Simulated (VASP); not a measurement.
Input of a VASP 6.6.1 run:

File INCAR:

```
SYSTEM = GaP
PREC = Accurate
ENCUT = 520
EDIFF = 1E-6
ISMEAR = 0
SIGMA = 0.05
LREAL = .FALSE.
LASPH = .TRUE.
NELM = 60
ALGO = Normal
ISIF = 2
LWAVE = .FALSE.
LCHARG = .FALSE.
GGA = CA
NBANDS = 26
```

The input KPOINTS:

```
regular mesh
0
G
  9 9 9
  0 0 0
```

Contents of POSCAR:

```
GaP
1.0
    1.9606791589      1.1319986402      5.4276827596
   -1.9606791589      1.1319986402      5.4276827596
    0.0000000000     -2.2639972804      5.4276827596
Ga P
2 2
Direct
    0.4359784395      0.4359784395      0.4359784395
    0.5640215605      0.5640215605      0.5640215605
    0.0580350955      0.0580350955      0.0580350955
    0.9419649045      0.9419649045      0.9419649045
```

Potentials or basis: VASP PAW LDA potentials, release 64 (Ga_d, P).

Command:

```sh
$ cat potpaw_LDA.64/Ga_d/POTCAR potpaw_LDA.64/P/POTCAR > POTCAR
$ mpirun -np 1 vasp_std > vasp.out
```

Task: What does it give for the pressure?

Result: 16.9 GPa.

Task: Estimate the largest force.

Result: 5.946 eV/Å.

Forces on the atoms (eV/Å):
```
Ga   0.000  0.000 -3.303
Ga   0.000  0.000  3.303
P    0.000  0.000  5.946
P    0.000  0.000 -5.946
```

Caveat: the stress differs along the axes, from -4 to 59 GPa; semilocal functionals underestimate gaps, and a narrow one can read as zero; forces of over 1 eV/Å act on the atoms, so gaps and moduli don't describe the material at rest.
